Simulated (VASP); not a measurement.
The system is As.

```xyz
1
Lattice="0.0000 2.2100 2.2100 2.2100 0.0000 2.2100 2.2100 2.2100 0.0000" Properties=species:S:1:pos:R:3 pbc="T T T"
As    0.0000    0.0000    0.0000
```

This isn't the form of As at room conditions, which is rhombohedral.

```yaml
Program: VASP 6.6.1
Task: relaxation of cell and atoms
Functional: LDA
Potentials_or_basis: VASP PAW LDA potentials, release 64 (As)
Cutoff: 500 eV
k_mesh: 8 × 8 × 8
Occupations: methfessel-paxton, width 0.1 eV
Spin: no spin polarisation
```

At the start: pressure -11.5 GPa; volume 21.59 Å³/atom.

**Question.** How do energy, volume and symmetry change on relaxing?

**Answer.** Over 3 steps the energy falls by 131.7 meV/atom and the volume is 18.41 Å³/atom (-14.7 %); space group Fm-3m (No. 225, to 0.1 Å) before and after.

The path:
```csv
step,energy change (eV),largest force (eV/Å),pressure (GPa),volume (Å³)
1,0.0000,0.0000,-11.46,21.59
2,-0.0993,0.0000,8.53,17.11
3,-0.1317,0.0000,-0.04,18.41
```

Final structure:
```
As
1.0
     0.00000    2.09558    2.09558
     2.09558    0.00000    2.09558
     2.09558    2.09558    0.00000
As
1
Direct
  0.00000 0.00000 0.00000
```
